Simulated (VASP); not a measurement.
# MoS2 (P1) in VASP: a series of runs

The runs below take MoS2 through single point, with LDA.

All numbers are computed with VASP 6.6.1; they aren't measurements. Logs are shortened: lines on timing, memory, paths and dates and some standing lists are left out, and cuts for length are marked.

## Step 1: The cell of the first run

The typed cell holds 12 atoms: a = 7.127 Å, b = 7.127 Å, c = 7.127 Å, α = 52.83°, β = 52.83°, γ = 52.83°.

## Step 2: Single point, LDA

INCAR reads:

```
PREC = Accurate
ENCUT = 520
EDIFF = 1E-6
ISMEAR = -1
SIGMA = 0.36
LREAL = False
LASPH = True
NELM = 60
ALGO = Normal
ISIF = 2
LWAVE = False
LCHARG = True
LELF = True
LVHAR = True
NBANDS = 64
```

KPOINTS reads:

```
Automatic mesh
0
Gamma
  3 3 3
```

POSCAR reads:

```
MoS2
1.0
   -3.1710000000     -1.8307780000      6.1149970000
    3.1710000000     -1.8307780000      6.1149970000
    0.0000000000      3.6615550000      6.1149970000
Mo S
4 8
Direct
    0.0289224627      0.0171911476     -0.0315101690
    0.4690068372      0.4499276823      0.0572065971
    0.4234278991      0.0338031750      0.5416246899
    0.0043712615      0.5622394419      0.4551722999
    0.7401560048      0.8252395746      0.7516456227
    0.2320757205      0.2577458561      0.1868754030
    0.3554267294      0.2473851022      0.7295028040
    0.7064367845      0.8722204490      0.2013272865
    0.3064436296      0.7382632448      0.2077058414
    0.7017796170      0.2744065485      0.7677558184
    0.7824488451      0.2598376814      0.1796764605
    0.2880557990      0.7468385174      0.7406584762
```

Potentials or basis: VASP PAW LDA potentials, release 64 (Mo_sv, S).

Command:

```
$ cat potpaw_LDA.64/Mo_sv/POTCAR potpaw_LDA.64/S/POTCAR > POTCAR
$ mpirun -np 1 vasp_std > vasp.out
```

OUTCAR:

```text
PREC = Accurate
   ENCUT = 520
   EDIFF = 1E-6
   ISMEAR = -1
   LREAL = False
   LASPH = True
   NELM = 60
   ISIF = 2

 ion  position               nearest neighbor table
   1  0.029  0.017  0.968-  11 2.15   8 2.30  12 2.37   9 2.45  10 2.56   3 2.61   7 2.73   4 2.99
                             2 3.21   2 3.25   4 3.36
   2  0.469  0.450  0.057-  11 2.20   6 2.23   9 2.24  10 2.25  12 2.38   4 2.80   3 2.87   8 3.07
                             5 3.12   1 3.21   1 3.25
   3  0.423  0.034  0.542-  12 2.09   7 2.27   8 2.44   1 2.61   5 2.62   6 2.73  11 2.79   2 2.87
                             4 3.05   4 3.38
   4  0.004  0.562  0.455-   9 2.31   8 2.61   5 2.69  10 2.80   2 2.80   6 2.83   1 2.99   7 2.99
                             3 3.05   1 3.36   3 3.38
   5  0.740  0.825  0.752-   7 2.56   3 2.62   4 2.69   2 3.12
   6  0.232  0.258  0.187-   2 2.23   3 2.73   4 2.83
   7  0.355  0.247  0.730-   3 2.27   5 2.56   1 2.73  10 2.77   4 2.99
   8  0.706  0.872  0.201-   1 2.30   3 2.44   4 2.61  10 2.66   2 3.07
   9  0.306  0.738  0.208-   2 2.24   4 2.31   1 2.45
  10  0.702  0.274  0.768-   2 2.25   1 2.56   8 2.66   7 2.77   4 2.80
  11  0.782  0.260  0.180-   1 2.15   2 2.20   3 2.79
  12  0.288  0.747  0.741-   3 2.09   1 2.37   2 2.38

  LATTYP: Found a trigonal (rhomboedric) cell.
 ALAT       =     7.1274243171
 COS(alpha) =     0.6041257486

  Lattice vectors:

 A1 = (  -3.1710000000,  -1.8307780000,   6.1149970000)
 A2 = (   3.1710000000,  -1.8307780000,   6.1149970000)
 A3 = (   0.0000000000,   3.6615550000,   6.1149970000)

Analysis of symmetry for initial positions (statically):
=====================================================================
 Subroutine PRICEL returns:
 Original cell was already a primitive cell.

 Routine SETGRP: Setting up the symmetry group for a
 trigonal (rhombohedral) supercell.

 Subroutine GETGRP returns: Found  1 space group operations
 (whereof  1 operations were pure point group operations)
 out of a pool of 12 trial point group operations.

The static configuration has the point symmetry C_1 .

Analysis of symmetry for dynamics (positions and initial velocities):
=====================================================================
 Subroutine PRICEL returns:
 Original cell was already a primitive cell.

 Routine SETGRP: Setting up the symmetry group for a
 trigonal (rhombohedral) supercell.

 Subroutine GETGRP returns: Found  1 space group operations
 (whereof  1 operations were pure point group operations)
 out of a pool of 12 trial point group operations.

The dynamic configuration has the point symmetry C_1 .

 Subroutine INISYM returns: Found  1 space group operations
 (whereof  1 operations are pure point group operations),
 and found     1 'primitive' translations

----------------------------------------------------------------------------------------

                                     Primitive cell

  volume of cell :     212.9999

  direct lattice vectors                    reciprocal lattice vectors
    -3.171000000 -1.830778000  6.114997000    -0.157678966 -0.091035995  0.054510788
     3.171000000 -1.830778000  6.114997000     0.157678966 -0.091035995  0.054510788
     0.000000000  3.661555000  6.114997000     0.000000000  0.182071990  0.054510803

  length of vectors
     7.127424317  7.127424317  7.127424032     0.190056925  0.190056925  0.190056931

  position of ions in fractional coordinates (direct lattice)
     0.028922463  0.017191148  0.968489831
     0.469006837  0.449927682  0.057206597
     0.423427899  0.033803175  0.541624690
     0.004371261  0.562239442  0.455172300
     0.740156005  0.825239575  0.751645623
     0.232075720  0.257745856  0.186875403
     0.355426729  0.247385102  0.729502804
     0.706436784  0.872220449  0.201327287
     0.306443630  0.738263245  0.207705841
     0.701779617  0.274406548  0.767755818
     0.782448845  0.259837681  0.179676460
     0.288055799  0.746838517  0.740658476

  ion indices of the primitive-cell ions
   primitive index   ion index
                 1           1
                 2           2
                 3           3
                 4           4
                 5           5
                 6           6
                 7           7
                 8           8
                 9           9
                10          10
                11          11
                12          12

----------------------------------------------------------------------------------------

 KPOINTS: Automatic mesh

Automatic generation of k-mesh.
 Grid dimensions read from file:
 generate k-points for:    3    3    3

 Generating k-lattice:

  Cartesian coordinates                     Fractional coordinates (reciprocal lattice)
    -0.052559655 -0.030345332  0.018170263     0.333333333 -0.000000000  0.000000000
     0.052559655 -0.030345332  0.018170263    -0.000000000  0.333333333  0.000000000
     0.000000000  0.060690663  0.018170268     0.000000000  0.000000000  0.333333333

  Length of vectors
     0.063352308  0.063352308  0.063352310

  Shift w.r.t. Gamma in fractional coordinates (k-lattice)
     0.000000000  0.000000000  0.000000000

 Subroutine IBZKPT returns following result:
 ===========================================

 Found     14 irreducible k-points:

 Following reciprocal coordinates:
            Coordinates               Weight
  0.000000  0.000000  0.000000      1.000000
  0.333333  0.000000  0.000000      2.000000
  0.000000  0.333333  0.000000      2.000000
 -0.000000 -0.000000  0.333333      2.000000
  0.333333  0.333333  0.000000      2.000000
 -0.333333  0.000000 -0.333333      2.000000
  0.000000  0.333333  0.333333      2.000000
 -0.333333  0.333333  0.000000      2.000000
  0.333333  0.000000 -0.333333      2.000000
 -0.000000 -0.333333  0.333333      2.000000
  0.333333  0.333333  0.333333      2.000000
 -0.333333  0.333333  0.333333      2.000000
  0.333333 -0.333333  0.333333      2.000000
  0.333333  0.333333 -0.333333      2.000000
   k-points           NKPTS =     14   k-points in BZ     NKDIM =     14   number of bands    NBANDS=     64
   number of dos      NEDOS =    301   number of ions     NIONS =     12
   total plane-waves  NPLWV = 157464
   dimension x,y,z NGX =    54 NGY =   54 NGZ =   54
   dimension x,y,z NGXF=   108 NGYF=  108 NGZF=  108
   ions per type =               4   8
   NGX,Y,Z   is equivalent  to a cutoff of  12.60, 12.60, 12.60 a.u.
   NGXF,Y,Z  is equivalent  to a cutoff of  25.19, 25.19, 25.19 a.u.
 SYSTEM =  unknown system
   PREC   = accura    normal or accurate (medium, high low for compatibility)
   ISTART =      0    job   : 0-new  1-cont  2-samecut
   ICHARG =      2    charge: 1-file 2-atom 10-const
   ISPIN  =      1    spin polarized calculation?
   LNONCOLLINEAR =      F non collinear calculations
   LSORBIT =      F    spin-orbit coupling
   LASPH  =      T    aspherical Exc in radial PAW
   ENCUT  =  520.0 eV  38.22 Ry    6.18 a.u.  13.25 13.25 13.25*2*pi/ulx,y,z
   NELM   =     60;   NELMIN=  2; NELMDL= -5     # of ELM steps
   EDIFF  = 0.1E-05   stopping-criterion for ELM
   LREAL  =      F    real-space projection
   EDIFFG = 0.1E-04   stopping-criterion for IOM
   NSW    =      0    number of steps for IOM
   IBRION =     -1    ionic relax: 0-MD 1-quasi-New 2-CG
   NFREE  =      0    steps in history (QN), initial steepest desc. (CG)
   ISIF   =      2    stress and relaxation
   ISYM   =      2    0-nonsym 1-usesym 2-fastsym
   POTIM  = 0.5000    time-step for ionic-motion
   TEBEG  =    0.0;   TEEND  =   0.0 temperature during run
   PSTRESS=    0.0 pullay stress
   NELECT =     104.0000    total number of electrons
   NUPDOWN=      -1.0000    fix difference up-down
   EMIN   =  10.00;   EMAX   =-10.00  energy-range for DOS
   EFERMI =   0.00;   METHOD = LEGACY
   ISMEAR =    -1;   SIGMA  =   0.36  broadening in eV -4-tet -1-fermi 0-gaus
   EFERMI_NEDOS =   21; number of points for ismear=-14 and -15
   IALGO  =     38    algorithm
   IMIX   =      4    mixing-type and parameters
     AMIX     =   0.40;   BMIX     =  1.00
     AMIX_MAG =   1.60;   BMIX_MAG =  1.00
  volume/ion in A,a.u.               =      17.75       119.78
  Fermi-wavevector in a.u.,A,eV,Ry     =   1.289118  2.436081 22.610521  1.661826
  Thomas-Fermi vector in A             =   2.421031
   LORBIT       =      0    0 simple, 1 ext, 2 COOP (PROOUT), +10 PAW based schemes
   GGA     = CA    functional components
   LHFCALC =     F    Hartree Fock is set to
   AEXX    =    0.0000 exact exchange contribution
   IVDW    =     0    specifies the selected vdW correction
   LEPSILON=     F    determine dielectric tensor
   LRPA    =     F    only Hartree local field effects (RPA)
 non-spin polarized calculation
  energy-cutoff  :      520.00
  volume of cell :      213.00
 maximum number of plane-waves:      5748
 NGX is ok and might be reduce to    54
   NGX = 27   NGY = 27   NGZ = 27

 number of electron     103.9999998 magnetization

 Free energy of the ion-electron system (eV)
  ---------------------------------------------------
  ext. energy  EPLUGINS =         0.00000000
  ---------------------------------------------------
  free energy    TOTEN  =       -89.26073250 eV

  energy without entropy =      -86.29545564  energy(sigma->0) =      -87.77809407

 E-fermi :   7.4222     XC(G=0): -11.1600

 val. band max:        7.4026140783   @ k =   0.0000   0.3333   0.0000
 cond. band min:       7.4288615877   @ k =   0.3333   0.3333   0.0000
 fundamental gap:      0.0262475094
 Fermi energy:         7.4222029891

 k-point     1 :       0.0000    0.0000    0.0000
  band No.  band energies     occupation
      1     -53.5902      2.00000
      2     -53.5087      2.00000
      3     -53.4707      2.00000
      4     -53.3664      2.00000
      5     -28.3590      2.00000
      6     -28.1953      2.00000
[... 927 lines left out ...]
     63      10.1020      0.00117
     64      10.4027      0.00051

------------------------ aborting loop because EDIFF is reached ----------------------------------------

  FORCE on cell =-STRESS in cart. coord.  units (eV):
  Direction    XX          YY          ZZ          XY          YZ          ZX
  --------------------------------------------------------------------------------------
  -------------------------------------------------------------------------------------
  Total        5.1294082     10.4813951      6.2616060      3.7715626     -2.6993572      9.3285975
  in kB       38.5832224     78.8406737     47.0995730     28.3695570    -20.3044667     70.1693723
  external PRESSURE =      54.8411564 kB  Pullay stress =       0.0000000 kB

 VOLUME and BASIS-vectors are now :
 -----------------------------------------------------------------------------
  energy-cutoff  :      520.00
  volume of cell :      213.00
      direct lattice vectors                 reciprocal lattice vectors
    -3.171000000 -1.830778000  6.114997000    -0.157678966 -0.091035995  0.054510788
     3.171000000 -1.830778000  6.114997000     0.157678966 -0.091035995  0.054510788
     0.000000000  3.661555000  6.114997000     0.000000000  0.182071990  0.054510803

 POSITION                                       TOTAL-FORCE (eV/Angst)
 -----------------------------------------------------------------------------------
     -0.03720      3.46175      6.20430        -0.995776     -0.408202     -0.622494
     -0.06050     -1.47290      5.96910         1.159771     -1.121453     -0.078003
     -1.23550      1.14610      6.10800         0.034805     -5.855122      2.573734
      1.76900      0.62930      6.24820         0.076781      0.831462     -1.194966
      0.26980     -0.11370     14.16870        -1.285093     -0.797621     -2.221224
      0.08140     -0.21250      4.13800         1.134928      2.874053      1.064046
     -0.34260      1.56750      8.14710         1.869358      0.584987     -1.181789
      0.52570     -2.15300     10.88460        -2.977130      2.119676     -0.052920
      1.36930     -1.15210      7.65850         1.921975      0.687989      1.474376
     -1.35520      1.02400     10.66420        -1.836585     -3.143522      0.277386
     -1.65720     -1.25030      7.47230         0.913639      2.016719      3.714645
      1.45480      0.81730     10.85750        -0.016673      2.211033     -3.752792
 -----------------------------------------------------------------------------------
    total drift:                                0.000208     -0.000483      0.000104

  FREE ENERGIE OF THE ION-ELECTRON SYSTEM (eV)
  ---------------------------------------------------
  free  energy   TOTEN  =       -89.2607325008 eV

  energy  without entropy=      -86.2954556351  energy(sigma->0) =      -87.77809407
```

It took 2.6 min on 1 thread of Intel Xeon 6975P-C (Granite Rapids), shared host; peak memory 0.37 GiB.

What came out:

```yaml
Free_energy: -89.2607 eV
Pressure: 5.5 GPa
Largest_force: 6.396 eV/Å
Band_gap_on_the_k_mesh: zero (bands 52 and 53 overlap by 0.25 eV)
```

Forces in eV/Å, atoms in the order of the input:
```
Mo  -0.996 -0.408 -0.622
Mo   1.160 -1.121 -0.078
Mo   0.035 -5.855  2.574
Mo   0.077  0.831 -1.195
S   -1.285 -0.798 -2.221
S    1.135  2.874  1.064
S    1.869  0.585 -1.182
S   -2.977  2.120 -0.053
S    1.922  0.688  1.474
S   -1.837 -3.144  0.277
S    0.914  2.017  3.715
S   -0.017  2.211 -3.753
```

Caveat: the k points lie up to 0.40 Å⁻¹ apart; so wide a smearing shifts energies and pressures; forces of over 1 eV/Å act on the atoms, so gaps and moduli don't describe the material at rest.

## Step 3: Single point, LDA

INCAR reads:

```
PREC = Accurate ; ENCUT = 520
EDIFF = 1E-7 ; ISMEAR = -1
SIGMA = 0.36 ; LREAL = False
LASPH = True ; NELM = 60
ALGO = Normal ; ISIF = 2
LWAVE = False ; LCHARG = True
LELF = True ; LVHAR = True
NBANDS = 64
```

KPOINTS is that of step 2.

POSCAR reads:

```
MoS2
1.0
   -3.1710000000     -1.8307780000      6.1149970000
    3.1710000000     -1.8307780000      6.1149970000
    0.0000000000      3.6615550000      6.1149970000
Mo S
4 8
Direct
    0.0684980283     -0.0102468471     -0.0145716831
    0.4389130534      0.5543340563      0.0246111166
    0.3974855399      0.1442215853      0.4825942768
   -0.0364769382      0.5806469975      0.5275230258
    0.5843912200      0.9542745375      0.7742217222
    0.1777187060      0.3552021497      0.1685512790
    0.1952030566      0.4143137472      0.7461829619
    0.7180951594      0.8444275467      0.2276989407
    0.1905163790      0.8240704629      0.3169918980
    0.6671019429      0.2525324064      0.8110615120
    0.7617274062      0.4474732277      0.1030649323
    0.2439681302      0.8477839612      0.6754932564
```

Potentials or basis: VASP PAW LDA potentials, release 64 (Mo_sv, S).

Command:

```
$ cat potpaw_LDA.64/Mo_sv/POTCAR potpaw_LDA.64/S/POTCAR > POTCAR
$ mpirun -np 1 vasp_std > vasp.out
```

It took 3 min on 1 thread of Intel Xeon 6975P-C (Granite Rapids), shared host; peak memory 0.38 GiB.

Results (log left out):

```
Free energy            : -88.4093 eV
Pressure               : -4.6 GPa
Largest force          : 3.257 eV/Å
Band gap on the k mesh : zero (bands 52 and 53 overlap by 0.03 eV)
```

Forces in eV/Å, atoms in the order of the input:
```
Mo   3.172  0.384  0.634
Mo   0.445 -0.815 -1.097
Mo  -0.254 -1.357  0.709
Mo   0.427 -0.955 -2.283
S   -1.274 -0.331 -2.009
S   -0.389  1.446  2.708
S   -1.471  0.799 -1.055
S    0.185  0.091  1.843
S    0.204 -1.173 -0.907
S    0.203 -1.255  2.402
S   -0.791  1.665 -0.920
S   -0.458  1.501 -0.025
```

Stress tensor (GPa, compression positive):
```
-1.96 -2.62 -3.29
-2.62 -2.22 -0.31
-3.29 -0.31 -9.62
```

Levels at points of the mesh, in eV from the Fermi level:
```csv
k point,band 50,band 51,band 52,band 53,band 54,band 55
"(0.00, 0.00, 0.00)",-0.54,-0.28,-0.04,0.51,0.59,0.75
```

Caveat: the k points lie up to 0.40 Å⁻¹ apart; so wide a smearing shifts energies and pressures; forces of over 1 eV/Å act on the atoms, so gaps and moduli don't describe the material at rest.

(Part 1 of 2 ends here.)
